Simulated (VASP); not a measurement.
# Ge (Fd-3m) in VASP: further runs

Ge is run at these levels: PBEsol; tasks: single point, relaxation of volume and atoms at fixed shape.

All numbers are computed with VASP 6.6.1; they aren't measurements. Logs are shortened: lines on timing, memory, paths and dates and some standing lists are left out, and cuts for length are marked.

### Step 1. The cell of the first run

Symmetry: Fd-3m, No. 227, cubic system. The conventional cell has a = 5.676 Å, b = 5.676 Å, c = 5.676 Å, α = 90.00°, β = 90.00°, γ = 90.00°. Within 3.2 Å of Ge (site symmetry -43m) lie 4 Ge at 2.46 Å.

### Step 2. Single point, PBEsol

File INCAR:

```
SYSTEM = Ge
ALGO = Normal ; EDIFF = 1E-6
ENCUT = 520 ; GGA = PS
ISIF = 2 ; ISMEAR = 0
LASPH = .TRUE. ; LCHARG = .TRUE.
LELF = .TRUE. ; LREAL = .FALSE.
LVHAR = .TRUE. ; LWAVE = .FALSE.
NBANDS = 66 ; NELM = 80
PREC = Accurate ; SIGMA = 0.02
```

File KPOINTS:

```
k-points
0
G
  6 6 6
  0 0 0
```

File POSCAR:

```
Ge
1.0
    5.6762480818      0.0000000000      0.0000000000
    0.0000000000      5.6762480818      0.0000000000
    0.0000000000      0.0000000000      5.6762480818
Ge
8
Direct
    0.0000000000      0.0000000000      0.0000000000
    0.0000000000      0.5000000000      0.5000000000
    0.5000000000      0.0000000000      0.5000000000
    0.5000000000      0.5000000000      0.0000000000
    0.2500000000      0.2500000000      0.2500000000
    0.2500000000      0.7500000000      0.7500000000
    0.7500000000      0.2500000000      0.7500000000
    0.7500000000      0.7500000000      0.2500000000
```

Potentials or basis: VASP PAW PBE potentials, release 64 (Ge_d).

Launch:

```console
cat potpaw_PBE.64/Ge_d/POTCAR > POTCAR
mpirun -np 1 vasp_std > vasp.out
```

OUTCAR:

```text
SYSTEM = Ge
   EDIFF = 1E-6
   ENCUT = 520
   GGA = PS
   ISIF = 2
   ISMEAR = 0
   LASPH = .TRUE.
   LREAL = .FALSE.
   NELM = 80
   PREC = Accurate

 ion  position               nearest neighbor table
   1  0.000  0.000  0.000-   5 2.46   6 2.46   7 2.46   8 2.46
   2  0.000  0.500  0.500-   5 2.46   6 2.46   7 2.46   8 2.46
   3  0.500  0.000  0.500-   5 2.46   6 2.46   7 2.46   8 2.46
   4  0.500  0.500  0.000-   5 2.46   6 2.46   7 2.46   8 2.46
   5  0.250  0.250  0.250-   1 2.46   2 2.46   3 2.46   4 2.46
   6  0.250  0.750  0.750-   1 2.46   2 2.46   3 2.46   4 2.46
   7  0.750  0.250  0.750-   1 2.46   2 2.46   3 2.46   4 2.46
   8  0.750  0.750  0.250-   1 2.46   2 2.46   3 2.46   4 2.46

  LATTYP: Found a simple cubic cell.
 ALAT       =     5.6762480818

  Lattice vectors:

 A1 = (   5.6762480818,   0.0000000000,   0.0000000000)
 A2 = (   0.0000000000,   5.6762480818,   0.0000000000)
 A3 = (   0.0000000000,   0.0000000000,   5.6762480818)

Analysis of symmetry for initial positions (statically):
=====================================================================
 Subroutine PRICEL returns following result:

  LATTYP: Found a face centered cubic cell.
 ALAT       =     5.6762480818

  Lattice vectors:

 A1 = (   2.8381240409,  -2.8381240409,   0.0000000000)
 A2 = (   2.8381240409,   0.0000000000,   2.8381240409)
 A3 = (   0.0000000000,  -2.8381240409,   2.8381240409)

   4 primitive cells build up your supercell.

 Routine SETGRP: Setting up the symmetry group for a
 simple cubic supercell.

 Subroutine GETGRP returns: Found 48 space group operations
 (whereof 24 operations were pure point group operations)
 out of a pool of 48 trial point group operations.

The static configuration has the point symmetry T_d .
 The point group associated with its full space group is O_h .

Analysis of symmetry for dynamics (positions and initial velocities):
=====================================================================
 Subroutine PRICEL returns following result:

  LATTYP: Found a face centered cubic cell.
 ALAT       =     5.6762480818

  Lattice vectors:

 A1 = (   2.8381240409,  -2.8381240409,   0.0000000000)
 A2 = (   2.8381240409,   0.0000000000,   2.8381240409)
 A3 = (   0.0000000000,  -2.8381240409,   2.8381240409)

   4 primitive cells build up your supercell.

 Routine SETGRP: Setting up the symmetry group for a
 simple cubic supercell.

 Subroutine GETGRP returns: Found 48 space group operations
 (whereof 24 operations were pure point group operations)
 out of a pool of 48 trial point group operations.

The dynamic configuration has the point symmetry T_d .
 The point group associated with its full space group is O_h .

 Subroutine INISYM returns: Found 48 space group operations
 (whereof 24 operations are pure point group operations),
 and found     4 'primitive' translations

----------------------------------------------------------------------------------------

                                     Primitive cell

  volume of cell :      45.7219

  direct lattice vectors                    reciprocal lattice vectors
     2.838124041 -2.838124041  0.000000000     0.176172709 -0.176172709 -0.176172709
     2.838124041  0.000000000  2.838124041     0.176172709  0.176172709  0.176172709
     0.000000000 -2.838124041  2.838124041    -0.176172709 -0.176172709  0.176172709

  length of vectors
     4.013713510  4.013713510  4.013713510     0.305140082  0.305140082  0.305140082

  position of ions in fractional coordinates (direct lattice)
     0.000000000  0.000000000  0.000000000
     0.750000000  0.750000000  0.750000000

  ion indices of the primitive-cell ions
   primitive index   ion index
                 1           1
                 2           5

----------------------------------------------------------------------------------------

 KPOINTS: k-points

Automatic generation of k-mesh.
 Grid dimensions read from file:
 generate k-points for:    6    6    6

 Generating k-lattice:

  Cartesian coordinates                     Fractional coordinates (reciprocal lattice)
     0.029362118  0.000000000  0.000000000     0.166666667  0.000000000  0.000000000
     0.000000000  0.029362118  0.000000000     0.000000000  0.166666667  0.000000000
     0.000000000  0.000000000  0.029362118     0.000000000  0.000000000  0.166666667

  Length of vectors
     0.029362118  0.029362118  0.029362118

  Shift w.r.t. Gamma in fractional coordinates (k-lattice)
     0.000000000  0.000000000  0.000000000

 Subroutine IBZKPT returns following result:
 ===========================================

 Found     20 irreducible k-points:

 Following reciprocal coordinates:
            Coordinates               Weight
  0.000000  0.000000  0.000000      1.000000
  0.166667  0.000000  0.000000      6.000000
  0.333333  0.000000  0.000000      6.000000
  0.500000  0.000000  0.000000      3.000000
  0.166667  0.166667  0.000000     12.000000
  0.333333  0.166667  0.000000     24.000000
[... 12 lines left out ...]
  0.500000  0.500000  0.333333      6.000000
  0.500000  0.500000  0.500000      1.000000
   k-points           NKPTS =     20   k-points in BZ     NKDIM =     20   number of bands    NBANDS=     66
   number of dos      NEDOS =    301   number of ions     NIONS =      8
   total plane-waves  NPLWV =  74088
   dimension x,y,z NGX =    42 NGY =   42 NGZ =   42
   dimension x,y,z NGXF=    84 NGYF=   84 NGZF=   84
   ions per type =               8
   NGX,Y,Z   is equivalent  to a cutoff of  12.30, 12.30, 12.30 a.u.
   NGXF,Y,Z  is equivalent  to a cutoff of  24.60, 24.60, 24.60 a.u.
 SYSTEM =  Ge
   PREC   = accura    normal or accurate (medium, high low for compatibility)
   ISTART =      0    job   : 0-new  1-cont  2-samecut
   ICHARG =      2    charge: 1-file 2-atom 10-const
   ISPIN  =      1    spin polarized calculation?
   LNONCOLLINEAR =      F non collinear calculations
   LSORBIT =      F    spin-orbit coupling
   LASPH  =      T    aspherical Exc in radial PAW
   ENCUT  =  520.0 eV  38.22 Ry    6.18 a.u.  10.55 10.55 10.55*2*pi/ulx,y,z
   NELM   =     80;   NELMIN=  2; NELMDL= -5     # of ELM steps
   EDIFF  = 0.1E-05   stopping-criterion for ELM
   LREAL  =      F    real-space projection
   EDIFFG = 0.1E-04   stopping-criterion for IOM
   NSW    =      0    number of steps for IOM
   IBRION =     -1    ionic relax: 0-MD 1-quasi-New 2-CG
   NFREE  =      0    steps in history (QN), initial steepest desc. (CG)
   ISIF   =      2    stress and relaxation
   ISYM   =      2    0-nonsym 1-usesym 2-fastsym
   POTIM  = 0.5000    time-step for ionic-motion
   TEBEG  =    0.0;   TEEND  =   0.0 temperature during run
   PSTRESS=    0.0 pullay stress
   NELECT =     112.0000    total number of electrons
   NUPDOWN=      -1.0000    fix difference up-down
   EMIN   =  10.00;   EMAX   =-10.00  energy-range for DOS
   EFERMI =   0.00;   METHOD = LEGACY
   ISMEAR =     0;   SIGMA  =   0.02  broadening in eV -4-tet -1-fermi 0-gaus
   EFERMI_NEDOS =   21; number of points for ismear=-14 and -15
   IALGO  =     38    algorithm
   IMIX   =      4    mixing-type and parameters
     AMIX     =   0.40;   BMIX     =  1.00
     AMIX_MAG =   1.60;   BMIX_MAG =  1.00
  volume/ion in A,a.u.               =      22.86       154.27
  Fermi-wavevector in a.u.,A,eV,Ry     =   1.390228  2.627151 26.296454  1.932735
  Thomas-Fermi vector in A             =   2.514183
   LORBIT       =      0    0 simple, 1 ext, 2 COOP (PROOUT), +10 PAW based schemes
   GGA     = PS    functional components
   LHFCALC =     F    Hartree Fock is set to
   AEXX    =    0.0000 exact exchange contribution
   IVDW    =     0    specifies the selected vdW correction
   LEPSILON=     F    determine dielectric tensor
   LRPA    =     F    only Hartree local field effects (RPA)
 non-spin polarized calculation
 Gauss-broadening in eV      SIGMA  =   0.02
  energy-cutoff  :      520.00
  volume of cell :      182.89
 maximum number of plane-waves:      4950
   NGX = 21   NGY = 21   NGZ = 21

 number of electron     111.9999707 magnetization

 Free energy of the ion-electron system (eV)
  ---------------------------------------------------
  ext. energy  EPLUGINS =         0.00000000
  ---------------------------------------------------
  free energy    TOTEN  =       -39.49340218 eV

  energy without entropy =      -39.49325935  energy(sigma->0) =      -39.49333077

 E-fermi :   4.7730     XC(G=0): -10.0823

 val. band max:        4.7669357533   @ k =   0.0000   0.0000   0.0000
 cond. band min:       4.8600581877   @ k =   0.5000   0.5000   0.5000
 fundamental gap:      0.0931224344
 Fermi energy:         4.7730271330

 k-point     1 :       0.0000    0.0000    0.0000
  band No.  band energies     occupation
      1     -20.0156      2.00000
      2     -20.0156      2.00000
      3     -20.0156      2.00000
      4     -20.0156      2.00000
      5     -20.0156      2.00000
      6     -20.0156      2.00000
[... 58 lines left out ...]
     65       7.2949      0.00000
     66       7.2949      0.00000

 k-point     2 :       0.1667    0.0000    0.0000
  band No.  band energies     occupation
      1     -20.0196      2.00000
      2     -20.0196      2.00000
      3     -20.0196      2.00000
      4     -20.0196      2.00000
      5     -20.0136      2.00000
      6     -20.0136      2.00000
[... 58 lines left out ...]
     65       7.9024      0.00000
     66       7.9025      0.00000

 k-point     3 :       0.3333    0.0000    0.0000
  band No.  band energies     occupation
      1     -20.0262      2.00000
      2     -20.0262      2.00000
      3     -20.0262      2.00000
      4     -20.0262      2.00000
      5     -20.0081      2.00000
      6     -20.0081      2.00000
[... 1162 lines left out ...]
     65       8.6753      0.00000
     66       8.6753      0.00000

 k-point    20 :       0.5000    0.5000    0.5000
  band No.  band energies     occupation
      1     -20.0063      2.00000
      2     -20.0063      2.00000
      3     -20.0063      2.00000
      4     -20.0063      2.00000
      5     -20.0063      2.00000
      6     -20.0063      2.00000
[... 58 lines left out ...]
     65       8.4740      0.00000
     66       8.4740      0.00000

------------------------ aborting loop because EDIFF is reached ----------------------------------------

  FORCE on cell =-STRESS in cart. coord.  units (eV):
  Direction    XX          YY          ZZ          XY          YZ          ZX
  --------------------------------------------------------------------------------------
  -------------------------------------------------------------------------------------
  Total       -0.0621626     -0.0621626     -0.0621626      0.0000000     -0.0000000      0.0000000
  in kB       -0.5445727     -0.5445727     -0.5445727      0.0000000     -0.0000000      0.0000000
  external PRESSURE =      -0.5445727 kB  Pullay stress =       0.0000000 kB

 VOLUME and BASIS-vectors are now :
 -----------------------------------------------------------------------------
  energy-cutoff  :      520.00
  volume of cell :      182.89
      direct lattice vectors                 reciprocal lattice vectors
     5.676248082  0.000000000  0.000000000     0.176172709  0.000000000  0.000000000
     0.000000000  5.676248082  0.000000000     0.000000000  0.176172709  0.000000000
     0.000000000  0.000000000  5.676248082     0.000000000  0.000000000  0.176172709

 POSITION                                       TOTAL-FORCE (eV/Angst)
 -----------------------------------------------------------------------------------
      0.00000      0.00000      0.00000        -0.000000      0.000000     -0.000000
      0.00000      2.83812      2.83812         0.000000      0.000000      0.000000
      2.83812      0.00000      2.83812        -0.000000      0.000000     -0.000000
      2.83812      2.83812      0.00000        -0.000000      0.000000     -0.000000
      1.41906      1.41906      1.41906        -0.000000     -0.000000     -0.000000
      1.41906      4.25719      4.25719         0.000000      0.000000      0.000000
      4.25719      1.41906      4.25719         0.000000     -0.000000      0.000000
      4.25719      4.25719      1.41906         0.000000     -0.000000     -0.000000
 -----------------------------------------------------------------------------------
    total drift:                                0.000000      0.000000     -0.000000

  FREE ENERGIE OF THE ION-ELECTRON SYSTEM (eV)
  ---------------------------------------------------
  free  energy   TOTEN  =       -39.4934021833 eV

  energy  without entropy=      -39.4932593479  energy(sigma->0) =      -39.49333077
```

Run time: 3.8 min. Hardware: 1 thread of Intel Xeon 6975P-C, shared host; peak memory 0.34 GiB.

Results:

| Property | Result |
| --- | --- |
| Free energy | -39.4934 eV |
| Pressure | -0.1 GPa |
| Band gap on the k mesh | zero (filled and empty bands touch) |

Caveat: the PAW data sets were made with another functional, which shifts forces and pressure a little.

### Step 3. Relaxation of volume and atoms at fixed shape, PBEsol

This run uses another cell than the first one, of 21.37 Å³/atom, 0.935 times its volume.

File INCAR:

```
SYSTEM = Ge
PREC     = Accurate       ! precision mode
ENCUT    = 600            ! plane-wave cutoff, eV
EDIFF    = 1E-6           ! SCF threshold, eV
ISMEAR   = 0              ! smearing method
SIGMA    = 0.02           ! smearing width, eV
LREAL    = .False.        ! projectors in reciprocal space
LASPH    = .True.         ! aspherical terms in the spheres
NELM     = 60             ! most SCF steps
ALGO     = Normal         ! electronic algorithm
ISIF     = 8              ! what is computed and relaxed
LWAVE    = .False.        ! write WAVECAR
LCHARG   = .False.        ! write CHGCAR
GGA      = PS             ! functional
IBRION   = 2              ! ionic algorithm
NSW      = 80             ! ionic steps
EDIFFG   = -0.01          ! ionic threshold
```

File KPOINTS:

```
Automatic mesh
0
Gamma
  6 6 6
  0 0 0
```

Changes to POSCAR since step 2:

```diff
@@ -2,5 +2,5 @@
 1.0
-    5.6762480818      0.0000000000      0.0000000000
-    0.0000000000      5.6762480818      0.0000000000
-    0.0000000000      0.0000000000      5.6762480818
+    5.5500000000      0.0000000000      0.0000000000
+    0.0000000000      5.5500000000      0.0000000000
+    0.0000000000      0.0000000000      5.5500000000
 Ge
```

Potentials or basis: VASP PAW PBE potentials, release 64 (Ge_d).

Launch:

```console
cat potpaw_PBE.64/Ge_d/POTCAR > POTCAR
mpirun -np 1 vasp_std > vasp.out
```

Run time: 11 min. Hardware: 1 thread of AMD EPYC 9R14 (Zen 4), shared host; peak memory 0.41 GiB.

The run converged. Its results:

| Property | Result |
| --- | --- |
| Free energy | -39.4931 eV |
| Relaxed volume | 22.84 Å³/atom |
| Relaxed cell | a = 5.674 Å, b = 5.674 Å, c = 5.674 Å, α = 90.00°, β = 90.00°, γ = 90.00° |
| Space group after relaxing (to 0.05 Å) | Fd-3m (No. 227) |
| Energy gained by relaxing | 22.4 meV/atom |
| Ionic steps | 3 |
| Pressure after relaxing | 0.1 GPa |
| Band gap on the k mesh | zero (filled and empty bands touch) |

Step by step:
```
step  energy change (eV)  largest force (eV/Å)  pressure (GPa)  volume (Å³)
   1              0.0000                0.0000            5.24       170.95
   2             -0.1396                0.0000           -2.04       188.84
   3             -0.1791                0.0000            0.05       182.69
```

Final structure:
```
CELL_PARAMETERS angstrom
5.67419 0.00000 0.00000
0.00000 5.67419 0.00000
0.00000 0.00000 5.67419
ATOMIC_POSITIONS crystal
Ge 0.00000 0.00000 0.00000
Ge 0.00000 0.50000 0.50000
Ge 0.50000 0.00000 0.50000
Ge 0.50000 0.50000 0.00000
Ge 0.25000 0.25000 0.25000
Ge 0.25000 0.75000 0.75000
Ge 0.75000 0.25000 0.75000
Ge 0.75000 0.75000 0.25000
```

Levels at points of the mesh, in eV from the Fermi level:
```tsv
k point	band 53	band 54	band 55	band 56	band 57	band 58	band 59	band 60
(0.00, 0.00, 0.00)	-3.06	-0.09	-0.01	-0.01	-0.01	0.67	0.67	0.67
(0.50, 0.00, 0.00)	-2.03	-2.03	-2.03	-2.03	0.94	0.94	2.66	2.66
(0.50, 0.50, 0.00)	-1.50	-1.50	-1.50	-1.50	1.89	1.89	1.89	1.89
(0.50, 0.50, 0.50)	-1.40	-1.40	-1.40	-1.40	0.09	0.09	0.09	0.09
```

Caveat: the PAW data sets were made with another functional, which shifts forces and pressure a little.
